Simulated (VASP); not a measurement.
A run of VASP 6.6.1 is set up as follows.

INCAR

```
PREC = Accurate
ENCUT = 520
EDIFF = 1E-6
ISMEAR = -1
SIGMA = 0.08
LREAL = False
LASPH = True
NELM = 80
ALGO = Normal
ISIF = 2
LWAVE = False
LCHARG = False
GGA = PE
NBANDS = 10
```

KPOINTS

```
Automatic mesh
0
Gamma
  10 10 10
```

The input POSCAR:

```
Rb
1.0
    0.0000000000      3.4330135127      3.4330135127
    3.4330135127      0.0000000000      3.4330135127
    3.4330135127      3.4330135127      0.0000000000
Rb
1
Direct
    0.0000000000      0.0000000000      0.0000000000
```

Potentials or basis: VASP PAW PBE potentials, release 64 (Rb_sv).

The run is started by

```sh
$ cat potpaw_PBE.64/Rb_sv/POTCAR > POTCAR
$ mpirun -np 1 vasp_std > vasp.out
```

Task: What does it give for the band gap on the k mesh?

Result: Zero (an odd number of electrons rules out a gap without spin polarisation).

Task: Predict the pressure.

Result: 0.4 GPa.
